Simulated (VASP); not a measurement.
A run of VASP 6.6.1 is set up as follows.

INCAR

```
SYSTEM = Nb2H3
PREC     = Accurate       ! precision mode
ENCUT    = 600            ! plane-wave cutoff, eV
EDIFF    = 1E-6           ! SCF threshold, eV
ISMEAR   = 0              ! smearing method
SIGMA    = 0.1            ! smearing width, eV
LREAL    = .False.        ! projectors in reciprocal space
LASPH    = .True.         ! aspherical terms in the spheres
NELM     = 80             ! most SCF steps
ALGO     = Normal         ! electronic algorithm
ISIF     = 3              ! what is computed and relaxed
LWAVE    = .False.        ! write WAVECAR
LCHARG   = .False.        ! write CHGCAR
GGA      = PE             ! functional
IBRION   = 2              ! ionic algorithm
NSW      = 90             ! ionic steps
EDIFFG   = -0.04          ! ionic threshold
```

KPOINTS

```
regular mesh
0
Gamma
  6 6 6
  0 0 0
```

The input POSCAR:

```
Nb2H3
1.0
    1.4664963234      0.8466820471      6.7979543476
   -1.4664963234      0.8466820471      6.7979543476
    0.0000000000     -1.6933640942      6.7979543476
Nb H
2 3
Direct
    0.4000000000      0.4000000000      0.4000000000
    0.6000000000      0.6000000000      0.6000000000
    0.0000000000      0.0000000000      0.0000000000
    0.2095000000      0.2095000000      0.2095000000
    0.7905000000      0.7905000000      0.7905000000
```

Potentials or basis: VASP PAW PBE potentials, release 64 (Nb_sv, H).

Launch:

```sh
$ cat potpaw_PBE.64/Nb_sv/POTCAR potpaw_PBE.64/H/POTCAR > POTCAR
$ mpirun -np 1 vasp_std > vasp.out
```

**Question.** What does it give for the relaxed volume?

**Answer.** 10.75 Å³/atom.

**Question.** Predict the band gap on the k mesh.

**Answer.** Zero (an odd number of electrons rules out a gap without spin polarisation).

**Question.** Predict the relaxed cell.

**Answer.** a = 7.291 Å, b = 7.291 Å, c = 7.291 Å, α = 23.41°, β = 23.41°, γ = 23.41°.

Forces on the atoms (eV/Å):
```
Nb   0.000  0.000  0.009
Nb   0.000  0.000 -0.009
H    0.000  0.000  0.000
H    0.000  0.000 -0.010
H    0.000  0.000  0.010
```

Caveat: the k points lie up to 0.41 Å⁻¹ apart in the final cell, too coarse for converged energies and pressures of a metal.
